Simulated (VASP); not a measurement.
# MgS: single point with PBE

The system is MgS.

```
CELL_PARAMETERS angstrom
0.00000 2.61506 2.61506
2.61506 0.00000 2.61506
2.61506 2.61506 0.00000
ATOMIC_POSITIONS crystal
Mg 0.50000 0.50000 0.50000
S 0.00000 0.00000 0.00000
```

```
Program             : VASP 6.6.1
Task                : single point
Functional          : PBE
Potentials or basis : VASP PAW PBE potentials, release 64 (Mg, S)
Cutoff              : 520 eV
k mesh              : 8 × 8 × 8
Occupations         : gaussian, width 0.02 eV
Spin                : no spin polarisation
```

The pressure is -0.3 GPa and the band gap on the k mesh is 2.74 eV, indirect (least direct gap 3.59 eV).

Levels at points of the mesh, in eV from the valence-band top:
```tsv
k point	band 1	band 2	band 3	band 4	band 5	band 6	band 7	band 8	band 9
(0.00, 0.00, 0.00)	-12.58	0.00	0.00	0.00	3.59	7.96	7.96	7.96	10.33
(0.50, 0.00, 0.00)	-11.31	-4.75	-0.57	-0.57	4.53	6.89	6.89	9.94	12.07
(0.50, 0.50, 0.00)	-10.95	-4.11	-1.65	-1.65	2.74	4.44	11.85	12.78	13.21
```

Run time: 10 s on 1 thread of Intel(R) Xeon(R) Platinum 8488C (Sapphire Rapids), on a shared host, peak memory 0.16 GiB.

A k mesh can miss the band edges. Expect the measured gap to be larger: semilocal functionals such as PBE lack the derivative discontinuity.
